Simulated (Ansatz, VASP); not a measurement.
# Ge: VASP beside Ansatz

```
Ge
1.0
     5.24058    0.00000    0.00000
     0.00000    5.24058    0.00000
     0.00000    0.00000    2.65536
Ge
3
Direct
  0.00000 0.00000 0.00000
  0.00000 0.50000 0.00000
  0.50000 0.00000 0.00000
```

Alike in both runs: task single point; functional PBE-based screened hybrid; k mesh 3 × 3 × 5; occupations fermi-dirac, width 0.05 eV; no spin polarisation.

|  | VASP | Ansatz |
| --- | --- | --- |
| version | VASP 6.6.1 | Ansatz 0.2.0 |
| potentials or method | VASP PAW PBE potentials, release 64 (Ge_d) | Ansatz PAW |
| plane-wave cutoff (eV) | 520 | 420 |
| valence electrons in the cell | 42 | 42 |

Ansatz gave:

* gap on the k mesh at the Fermi level (eV): none
* pressure (GPa): -1.6
* traceless stress, the component that is largest in VASP (GPa): -8.89

**Question.** What did VASP give for the same quantities?

**Answer.** gap on the k mesh at the Fermi level (eV): none; pressure (GPa): -1.5; traceless stress, the component that is largest in VASP (GPa): -8.90.

VASP's potentials were made for PBE, not for PBE-based screened hybrid. A gap of «none» marks a metal or a gap that the smearing closes. With one functional, cell and mesh, what is left measures potentials, basis and numerics.

The k mesh is coarse, so the values compare programs but aren't converged.
